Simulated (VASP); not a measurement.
Write the native input for VASP 6.6.1 that does the following.

| Item | Value |
| --- | --- |
| Task | single point |
| Functional | r2SCAN |
| Potentials or basis | VASP PAW PBE potentials, release 64 (C) |
| Cutoff | 520 eV |
| k mesh | 14 × 14 × 14 |
| Occupations | fermi-dirac, width 0.15 eV |
| Spin | no spin polarisation |
| Dipole correction | no |
| Further INCAR settings | ALGO = Normal; EDIFF = 1e-06; NBANDS = 11 |

C:

```
C
1.0
     1.24419    0.71833    3.39106
    -1.24419    0.71833    3.39106
     0.00000   -1.43667    3.39106
C
2
Direct
  0.83600 0.83600 0.83600
  0.16400 0.16400 0.16400
```

One way to write it, as run:

POSCAR

```
C
1.0
    1.2441891295      0.7183330568      3.3910556693
   -1.2441891295      0.7183330568      3.3910556693
    0.0000000000     -1.4366651004      3.3910556693
C
2
Direct
    0.8360000000      0.8360000000      0.8360000000
    0.1640000000      0.1640000000      0.1640000000
```

INCAR.step1

```
ALGO = Normal
EDIFF = 1E-4
ENCUT = 520
GGA = PE
ISMEAR = -1
LASPH = True
LCHARG = False
LREAL = False
LWAVE = True
NBANDS = 11
NELM = 60
PREC = Accurate
SIGMA = 0.15
```

INCAR.step2

```
ALGO = Normal
EDIFF = 1E-6
ENCUT = 520
ISIF = 2
ISMEAR = -1
ISTART = 1
LASPH = True
LCHARG = False
LMIXTAU = True
LREAL = False
LWAVE = False
METAGGA = R2SCAN
NBANDS = 11
NELM = 60
PREC = Accurate
SIGMA = 0.15
```

KPOINTS

```
k-points
0
Gamma
  14 14 14
```

Potentials or basis: VASP PAW PBE potentials, release 64 (C).

Command:

```bash
$ cat potpaw_PBE.64/C/POTCAR > POTCAR
$ cp INCAR.step1 INCAR
$ mpirun -np 1 vasp_std > vasp.out
$ cp INCAR.step2 INCAR
$ mpirun -np 1 vasp_std > vasp.out
```

Results of the run:

```yaml
Pressure: -9.7 GPa
Largest_force: 0.922 eV/Å
```

Caveat: the cell stands under tension; the PAW data sets were made with another functional, which shifts forces and pressure a little.

It took 4.4 min on 1 thread of Intel(R) Xeon(R) 6975P-C (Granite Rapids) (shared host), peak memory 0.18 GiB.
